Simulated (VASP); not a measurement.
## W: single point with PBE

Crystal: W.

```xyz
1
Lattice="-1.5174 1.5174 1.6372 1.5174 -1.5174 1.6372 1.5174 1.5174 -1.6372" Properties=species:S:1:pos:R:3 pbc="T T T"
W     0.0000    0.0000    0.0000
```

This cell differs from its parent crystal: strain -0.050 along x and y, +0.025 along z.

* Program: VASP 6.6.1
* Task: single point
* Functional: PBE
* Potentials or basis: VASP PAW PBE potentials, release 64 (W_sv)
* Cutoff: 520 eV
* k mesh: 20 × 20 × 20
* Occupations: fermi-dirac, width 0.4 eV
* Spin: no spin polarisation

```
Pressure               : 26.4 GPa
Band gap on the k mesh : zero (band 7 reaches 17.53 eV, above the bottom of band 8 at 11.31 eV)
```

Stress tensor (GPa, compression positive):
```
33.44  0.00  0.00
 0.00 33.44  0.00
 0.00  0.00 12.43
```

Levels at points of the mesh, in eV from the Fermi level:
```
           k point  band 5  band 6  band 7  band 8  band 9  band 10
(0.00, 0.00, 0.00)   -9.84   -1.50   -1.50   -0.48    1.71     3.08
(0.50, 0.00, 0.00)   -6.53   -3.33    0.76    1.58    3.60     6.54
(0.50, 0.50, 0.00)   -6.54   -4.39    1.39    3.34    3.95     6.85
(0.50, 0.50, 0.50)   -6.29   -6.04    5.42    5.77    5.77     7.39
```

Wall time 100 s on 1 thread of Intel(R) Xeon(R) Platinum 8175M CPU @ 2.50GHz (Skylake/Cascade Lake), on a shared host, peak memory 0.22 GiB.

Caveat: the cell differs from its parent crystal (strain -0.050 along x and y, +0.025 along z); spin-orbit coupling is left out, which moves the levels of the heavy elements.
